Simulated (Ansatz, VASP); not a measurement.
BeTe: VASP beside Ansatz

```
Te Be
1.0
     0.00000    2.77000    2.77000
     2.77000    0.00000    2.77000
     2.77000    2.77000    0.00000
Te Be
1 1
Direct
  0.75000 0.75000 0.75000
  0.00000 0.00000 0.00000
```

Alike in both runs: functional HSE06; k mesh 6 × 6 × 6; occupations fermi-dirac, width 0.05 eV; no spin polarisation.

|  | VASP | Ansatz |
| --- | --- | --- |
| version | VASP 6.6.1 | Ansatz 0.2.0 |
| potentials or method | VASP PAW PBE potentials, release 64 (Te, Be) | Ansatz PAW |
| plane-wave cutoff (eV) | 520 | 420 |
| valence electrons in the cell | 8 | 18 |
| task | single point | band structure |

VASP gave:

| Item | Value |
| --- | --- |
| gap on the k mesh at the Fermi level (eV) | 2.50 |
| least direct gap on the mesh (eV) | 4.42 |
| pressure (GPa) | 3.1 |

Task: Which values does Ansatz return?

Result: gap on the k mesh at the Fermi level (eV): 2.53; least direct gap on the mesh (eV): 4.42; pressure (GPa): 3.3.

With one functional, cell and mesh, what is left measures potentials, basis and numerics. VASP's potentials hold 8 valence electrons a cell and Ansatz's 18, so a difference there can come from the potentials and not from the codes.

Neither program's run includes spin-orbit coupling.
